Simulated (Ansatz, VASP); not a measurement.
Sc2SiF2 in VASP and in Ansatz

File INCAR:

```
PREC     = Accurate       # precision mode
ENCUT    = 600            # plane-wave cutoff, eV
EDIFF    = 1E-7           # SCF threshold, eV
ISMEAR   = 0              # smearing method
SIGMA    = 0.1            # smearing width, eV
LREAL    = False          # projectors in reciprocal space
LASPH    = True           # aspherical terms in the spheres
NELM     = 120            # most SCF steps
ALGO     = Normal         # electronic algorithm
ISIF     = 3              # what is computed and relaxed
LWAVE    = False          # write WAVECAR
LCHARG   = False          # write CHGCAR
GGA      = PE             # functional
IBRION   = 2              # ionic algorithm
NSW      = 100            # ionic steps
EDIFFG   = -0.01          # ionic threshold
GGA_COMPAT= False        
NELMIN   = 4
```

File KPOINTS:

```
Automatic mesh
0
Gamma
  12 12 6
```

File POSCAR:

```
Sc2SiF2
1.0
    3.7266953565      0.0000000000      0.0000000000
   -1.8633476783      3.2274128509      0.0000000000
    0.0000000000      0.0000000000      6.4246380559
Sc Si F
2 1 2
Direct
    0.3333333333      0.6666666667      0.2486694065
    0.6666666667      0.3333333333      0.7513305935
    0.0000000000      0.0000000000      0.0000000000
    0.3333333333      0.6666666667      0.6042849102
    0.6666666667      0.3333333333      0.3957150898
```

Input for Ansatz:

```yaml
crystal:
  lattice:
    - [3.7266953565, 0.0, 0.0]
    - [-1.8633476783, 3.2274128509, 0.0]
    - [0.0, 0.0, 6.4246380559]
  atoms:
    - { symbol: Sc, position: [0.3333333333, 0.6666666667, 0.2486694065] }
    - { symbol: Sc, position: [0.6666666667, 0.3333333333, 0.7513305935] }
    - { symbol: Si, position: [0.0, 0.0, 0.0] }
    - { symbol: F, position: [0.3333333333, 0.6666666667, 0.6042849102] }
    - { symbol: F, position: [0.6666666667, 0.3333333333, 0.3957150898] }
basis:
  ecutwfc: 420
kpoints:
  mp_grid: { grid: [12, 12, 6] }
hamiltonian:
  xc: pbe
scf:
  occupations: { method: gaussian, width: 0.1 }
output:
  forces: true
  stress: true
  eigenvalues: true
relax:
  adjacent_minimum: "off"
  f_tol: 0.01
  max_steps: 80
  cell: { stress_tol: 0.05 }
```

Change from the starting cell: species swapped into the Ho2SeO2 type (P-3m1, No. 164).

Alike in both runs: task relaxation of cell and atoms; functional PBE; k mesh 12 × 12 × 6; occupations gaussian, width 0.1 eV; no spin polarisation.

|  | VASP | Ansatz |
| --- | --- | --- |
| version | VASP 6.6.1 | Ansatz 0.2.0 |
| potentials or method | VASP PAW PBE potentials, release 64 (Sc_sv, Si, F), cutoff 600 eV | scalar-relativistic, plane waves, PAW |
| valence electrons in the cell | 40 | 40 |

|  | VASP | Ansatz | Ansatz less VASP |
| --- | --- | --- | --- |
| gap on the k mesh at the Fermi level, each at its own relaxed structure (eV) | none | none | - |
| relaxed volume (Å³/atom) | 15.53 | 15.52 | -0.006 |
| relaxed length of the cell vector where the two differ most in proportion (Å) | 6.400 | 6.383 | -0.0173 |

A gap of «none» marks a metal or a gap that the smearing closes.
